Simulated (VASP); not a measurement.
# Mg8HO8 (a cell with a defect) in VASP: notebook

The runs below take Mg8HO8 (a cell with a defect) through single point, with PBE.

Everything below comes from runs of VASP 6.6.1. Logs are shortened: lines on timing, memory, paths and dates and some standing lists are left out, and cuts for length are marked.

**1. The cell of the first run**

The cell holds a defect, 17 atoms: a = 5.968 Å, b = 5.968 Å, c = 5.968 Å, α = 60.00°, β = 60.00°, γ = 60.00°.

**2. Single point, PBE**

Contents of INCAR:

```
SYSTEM = Mg8HO8
PREC     = Accurate       ! precision mode
ENCUT    = 520            ! plane-wave cutoff, eV
EDIFF    = 1E-7           ! SCF threshold, eV
ISMEAR   = 0              ! smearing method
SIGMA    = 0.02           ! smearing width, eV
LREAL    = Auto         
LASPH    = .True.         ! aspherical terms in the spheres
NELM     = 100            ! most SCF steps
ALGO     = Normal         ! electronic algorithm
ISIF     = 2              ! what is computed and relaxed
LWAVE    = .False.        ! write WAVECAR
LCHARG   = .True.         ! write CHGCAR
GGA      = PE             ! functional
LELF     = .True.         ! ELF
LVHAR    = .True.       
NBANDS   = 46             ! bands
NELECT   = 64.0
```

Contents of KPOINTS:

```
Automatic mesh
0
Gamma
  3 3 3
  0 0 0
```

Contents of POSCAR:

```
Mg8HO8
1.0
    0.0000000000      4.2202000000      4.2202000000
    4.2202000000      0.0000000000      4.2202000000
    4.2202000000      4.2202000000      0.0000000000
Mg O H
8 8 1
Direct
   -0.0080762760      0.0181160845     -0.0095039335
   -0.0345972940      0.0295032226      0.5143624710
   -0.0037851287      0.5096770295     -0.0058236576
   -0.0088959054      0.5077881380      0.5014313303
    0.5144320174      0.0277067438     -0.0331098052
    0.4935061135      0.0091250415      0.4920128193
    0.5029407374      0.5076836406     -0.0104361168
    0.5079412113      0.4935753045      0.5060507796
    0.2451690678      0.2519659021      0.2441499218
    0.2481919103      0.2602453675      0.7424066395
    0.2441719587      0.7590904460      0.2427883750
    0.2438013601      0.7610905881      0.7404745036
    0.7438046775      0.2605280555      0.2466054926
    0.7466740913      0.2670058291      0.7463046775
    0.7434030378      0.7606612246      0.2423092507
    0.7444564239      0.7636562248      0.7433422587
    0.2965873655     -0.1523264300      0.3018577319
```

Potentials or basis: VASP PAW PBE potentials, release 64 (Mg, O, H).

Started as:

```bash
$ cat potpaw_PBE.64/Mg/POTCAR potpaw_PBE.64/O/POTCAR potpaw_PBE.64/H/POTCAR > POTCAR
$ mpirun -np 1 vasp_std > vasp.out
```

OUTCAR:

```text
SYSTEM = Mg8HO8
   PREC = Accurate
   ENCUT = 520
   EDIFF = 1E-7
   ISMEAR = 0
   LREAL = Auto
   LASPH = .True.
   NELM = 100
   ISIF = 2
   GGA = PE
   NELECT = 64.0

 ion  position               nearest neighbor table
   1  0.992  0.018  0.990-  14 2.07  10 2.10  13 2.10  11 2.13  15 2.14  12 2.14   2 2.89   5 2.89
                             7 2.92   4 2.92   3 2.96   6 2.98   6 2.98   3 3.01   4 3.05   7 3.05
   2  0.965  0.030  0.514-  17 1.85  14 1.98  16 2.06  13 2.07   9 2.13  12 2.14  11 2.29   5 2.70
                             8 2.75   1 2.89   4 2.90   6 2.95   3 2.99   3 2.99   6 3.03   4 3.08
   3  0.996  0.510  0.994-  12 2.11   9 2.11  15 2.11  10 2.12  13 2.12  16 2.12   1 2.96   4 2.96
                             7 2.96   8 2.99   8 2.99   5 2.99   2 2.99   5 2.99   2 2.99   7 3.00
   4  0.991  0.508  0.501-  14 2.05  16 2.10  10 2.10  11 2.13  15 2.14   9 2.17   2 2.90   8 2.91
                             7 2.91   1 2.92   3 2.96   6 2.98   6 2.99   3 3.01   1 3.05   7 3.05
   5  0.514  0.028  0.967-  17 1.87  14 1.99  16 2.06  10 2.08   9 2.13  15 2.13  11 2.27   2 2.70
                             8 2.77   1 2.89   7 2.90   6 2.96   3 2.99   3 2.99   6 3.02   7 3.07
   6  0.494  0.009  0.492-   9 2.09  12 2.10  15 2.10  10 2.12  13 2.12  16 2.12   2 2.95   5 2.96
                             8 2.98   4 2.98   7 2.98   1 2.98   1 2.98   7 2.99   4 2.99   8 2.99
   7  0.503  0.508  0.990-  14 2.04  16 2.10  13 2.10  11 2.13  12 2.15   9 2.17   5 2.90   4 2.91
                             8 2.91   1 2.92   3 2.96   6 2.98   6 2.99   3 3.00   1 3.05   4 3.05
   8  0.508  0.494  0.506-  17 1.96  14 2.02  13 2.08  10 2.08  12 2.12  15 2.12  11 2.22   2 2.75
                             5 2.77   4 2.91   7 2.91   6 2.98   3 2.99   3 2.99   6 2.99   7 3.06
   9  0.245  0.252  0.244-   6 2.09   3 2.11   5 2.13   2 2.13   4 2.17   7 2.17
  10  0.248  0.260  0.742-   5 2.08   8 2.08   4 2.10   1 2.10   3 2.12   6 2.12
  11  0.244  0.759  0.243-  17 0.98   4 2.13   1 2.13   7 2.13   8 2.22   5 2.27   2 2.29
  12  0.244  0.761  0.740-   6 2.10   3 2.11   8 2.12   2 2.14   1 2.14   7 2.15
  13  0.744  0.261  0.247-   2 2.07   8 2.08   7 2.10   1 2.10   3 2.12   6 2.12
  14  0.747  0.267  0.746-   2 1.98   5 1.99   8 2.02   7 2.04   4 2.05   1 2.07
  15  0.743  0.761  0.242-   6 2.10   3 2.11   8 2.12   5 2.13   1 2.14   4 2.14
  16  0.744  0.764  0.743-   2 2.06   5 2.06   7 2.10   4 2.10   6 2.12   3 2.12
  17  0.297  0.848  0.302-  11 0.98   2 1.85   5 1.87   8 1.96

  LATTYP: Found a face centered cubic cell.
 ALAT       =     8.4404000000

  Lattice vectors:

 A1 = (   0.0000000000,   4.2202000000,   4.2202000000)
 A2 = (   4.2202000000,   0.0000000000,   4.2202000000)
 A3 = (   4.2202000000,   4.2202000000,   0.0000000000)

Analysis of symmetry for initial positions (statically):
=====================================================================
 Subroutine PRICEL returns:
 Original cell was already a primitive cell.

[... 154 lines left out ...]
   EFERMI =   0.00;   METHOD = LEGACY
   ISMEAR =     0;   SIGMA  =   0.02  broadening in eV -4-tet -1-fermi 0-gaus
   EFERMI_NEDOS =   21; number of points for ismear=-14 and -15
   IALGO  =     38    algorithm
   IMIX   =      4    mixing-type and parameters
     AMIX     =   0.40;   BMIX     =  1.00
     AMIX_MAG =   1.60;   BMIX_MAG =  1.00
  volume/ion in A,a.u.               =       8.84        59.67
  Fermi-wavevector in a.u.,A,eV,Ry     =   1.231568  2.327326 20.636775  1.516760
  Thomas-Fermi vector in A             =   2.366373
   LORBIT       =      0    0 simple, 1 ext, 2 COOP (PROOUT), +10 PAW based schemes
   GGA     = PE    functional components
   LHFCALC =     F    Hartree Fock is set to
   AEXX    =    0.0000 exact exchange contribution
   IVDW    =     0    specifies the selected vdW correction
   LEPSILON=     F    determine dielectric tensor
   LRPA    =     F    only Hartree local field effects (RPA)
 non-spin polarized calculation
 Gauss-broadening in eV      SIGMA  =   0.02
  energy-cutoff  :      520.00
  volume of cell :      150.32
 maximum number of plane-waves:      4056
 NGX is ok and might be reduce to    48
   NGX = 23   NGY = 23   NGZ = 23

 number of electron      63.9999999 magnetization

 Free energy of the ion-electron system (eV)
  ---------------------------------------------------
  ext. energy  EPLUGINS =         0.00000000
  ---------------------------------------------------
  free energy    TOTEN  =      -102.22475969 eV

  energy without entropy =     -102.22475969  energy(sigma->0) =     -102.22475969

 E-fermi :   3.3955     XC(G=0): -11.0269

 val. band max:        3.2680535563   @ k =   0.0000   0.0000   0.0000
 cond. band min:       7.4471371518   @ k =   0.0000   0.0000   0.0000
 fundamental gap:      4.1790835955
 Fermi energy:         3.3955080039

 k-point     1 :       0.0000    0.0000    0.0000
  band No.  band energies     occupation
      1     -16.6459      2.00000
      2     -13.7652      2.00000
      3     -12.8727      2.00000
      4     -12.5404      2.00000
      5     -12.4852      2.00000
      6     -12.4741      2.00000
[... 647 lines left out ...]
     43      14.3528      0.00000
     44      14.7655      0.00000
 [bands above 44 left out]

------------------------ aborting loop because EDIFF is reached ----------------------------------------

  FORCE on cell =-STRESS in cart. coord.  units (eV):
  Direction    XX          YY          ZZ          XY          YZ          ZX
  --------------------------------------------------------------------------------------
  -------------------------------------------------------------------------------------
  Total       -0.1549251     -1.4351317     -0.4364504     -1.5921045     -1.4133846     -2.5169073
  in kB       -1.6512132    -15.2958371     -4.6517503    -16.9688755    -15.0640531    -26.8255545
  external PRESSURE =      -7.1996002 kB  Pullay stress =       0.0000000 kB

 VOLUME and BASIS-vectors are now :
 -----------------------------------------------------------------------------
  energy-cutoff  :      520.00
  volume of cell :      150.32
      direct lattice vectors                 reciprocal lattice vectors
     0.000000000  4.220200000  4.220200000    -0.118477797  0.118477797  0.118477797
     4.220200000  0.000000000  4.220200000     0.118477797 -0.118477797  0.118477797
     4.220200000  4.220200000  0.000000000     0.118477797  0.118477797 -0.118477797

 POSITION                                       TOTAL-FORCE (eV/Angst)
 -----------------------------------------------------------------------------------
      4.25654      8.36621      4.26257         0.006586     -0.024034      0.002836
      2.29522      6.24490      4.19870         0.005146     -0.014778      0.007580
      6.34656      8.39985      6.35516         0.006462     -0.020701     -0.002183
      4.25911      6.29880      6.32563         0.004072     -0.005118     -0.011791
      4.19740      6.25148      2.28793         0.008054     -0.028485      0.018103
      2.11490      4.15909      2.12120         0.008379     -0.004361      0.002923
[... 9 lines left out ...]
      6.35984      6.27881      6.36454        -0.000077     -0.013732      0.000136
      4.85125      2.52556      4.82901         0.003075      0.204930      0.076307
 -----------------------------------------------------------------------------------
    total drift:                               -0.007445     -0.004951     -0.008450

  FREE ENERGIE OF THE ION-ELECTRON SYSTEM (eV)
  ---------------------------------------------------
  free  energy   TOTEN  =      -102.2247596946 eV

  energy  without entropy=     -102.2247596946  energy(sigma->0) =     -102.22475969
```

stdout:

```text
POSCAR found type information on POSCAR MgO H
 POSCAR found :  3 types and      17 ions
 scaLAPACK will be used
 LDA part: xc-table for (Slater+PW92), standard interpolation
 POSCAR, INCAR and KPOINTS ok, starting setup
 FFT: planning ... GRIDC
 FFT: planning ... GRID_SOFT
 FFT: planning ... GRID
 WAVECAR not read
 entering main loop
 the old and the new charge density differ
 old charge density:    65.00000 new   64.00000
    0.199E+01
```

Wall time 5.4 min (1 thread of AMD EPYC 9R45 (Zen 5), shared host); peak memory 0.31 GiB.

What came out:

```yaml
Free_energy: -102.2248 eV
Largest_force: 0.219 eV/Å
```

Forces in eV/Å, atoms in the order of the input:
```
Mg   0.007 -0.024  0.003
Mg   0.005 -0.015  0.008
Mg   0.006 -0.021 -0.002
Mg   0.004 -0.005 -0.012
Mg   0.008 -0.028  0.018
Mg   0.008 -0.004  0.003
Mg  -0.004 -0.006  0.000
Mg  -0.009  0.045 -0.023
O    0.024 -0.016  0.020
O    0.007 -0.011 -0.003
O   -0.068 -0.063 -0.064
O   -0.001 -0.012 -0.002
O   -0.001 -0.008 -0.001
O    0.003  0.002  0.002
O    0.007 -0.026 -0.022
O    0.000 -0.014  0.000
H    0.003  0.205  0.076
```

Caveat: the k points lie up to 0.43 Å⁻¹ apart; the cell carries a net charge on a neutralising background, which shifts energy and pressure; the cell is charged against a uniform background, so pressure and absolute levels hang on convention.

**3. Single point, PBE**

Contents of INCAR:

```
SYSTEM = Mg8HO8
PREC = Accurate
ENCUT = 520
EDIFF = 1E-6
ISMEAR = 0
SIGMA = 0.02
LREAL = Auto
LASPH = .TRUE.
NELM = 100
ALGO = Normal
ISIF = 2
LWAVE = .FALSE.
LCHARG = .FALSE.
GGA = PE
NELECT = 64.0
NBANDS = 46
```

Contents of KPOINTS:

```
Automatic mesh
0
G
  3 3 3
  0 0 0
```

Contents of POSCAR:

```
Mg8HO8
1.0
    0.0000000000      4.2202000000      4.2202000000
    4.2202000000      0.0000000000      4.2202000000
    4.2202000000      4.2202000000      0.0000000000
Mg O H
8 8 1
Direct
   -0.0090852329      0.0106275769     -0.0009751907
   -0.0032276906      0.0012687787      0.5007789915
   -0.0090867731      0.4995279845     -0.0009724658
   -0.0090899720      0.4995345007      0.5101133833
    0.4831926212      0.0196574807     -0.0224165916
    0.4831997299      0.0196432634      0.5191454196
    0.4911315814      0.5031573148      0.0026483342
    0.4832034027      0.4781121748      0.5191386664
    0.2464403346      0.2487949623      0.2521829534
    0.2317384247      0.2562957917      0.7557702242
    0.2464383205      0.7526709635      0.2521835458
    0.2464322781      0.7526727406      0.7483110990
    0.7403788920      0.2522311739      0.2552537794
    0.7403682290      0.2522378086      0.7517283541
    0.7421106820      0.7528331596      0.2523189659
    0.7403636084      0.7557595612      0.7517310791
    0.5403670442     -0.1799011895      0.3195450453
```

Potentials or basis: VASP PAW PBE potentials, release 64 (Mg, O, H).

Started as:

```bash
$ cat potpaw_PBE.64/Mg/POTCAR potpaw_PBE.64/O/POTCAR potpaw_PBE.64/H/POTCAR > POTCAR
$ mpirun -np 1 vasp_std > vasp.out
```

It took 4.8 min on 1 thread of AMD EPYC 9R45 (Zen 5), shared host; peak memory 0.32 GiB.

Results (log left out):

```yaml
Free_energy: -102.2367 eV
Largest_force: 0.135 eV/Å
```

Forces on the atoms (eV/Å):
```
Mg   0.001 -0.001  0.010
Mg   0.005 -0.005 -0.005
Mg  -0.010 -0.001 -0.001
Mg   0.001  0.011 -0.001
Mg  -0.007 -0.025  0.007
Mg   0.025  0.006  0.007
Mg  -0.005  0.005  0.005
Mg  -0.007  0.007 -0.026
O   -0.002  0.002 -0.003
O    0.006 -0.004 -0.006
O    0.003  0.002  0.003
O   -0.003 -0.004  0.003
O   -0.001  0.001  0.001
O   -0.002  0.000  0.001
O   -0.078  0.077  0.079
O    0.000  0.001  0.002
H    0.074 -0.073 -0.074
```

Levels at points of the mesh, in eV from the Fermi level:
```csv
k point,band 30,band 31,band 32,band 33,band 34,band 35
"(0.00, 0.00, 0.00)",-0.17,-0.12,-0.12,4.06,6.32,7.67
```

Caveat: the k points lie up to 0.43 Å⁻¹ apart; the cell carries a net charge on a neutralising background, which shifts energy and pressure; the cell is charged against a uniform background, so pressure and absolute levels hang on convention.
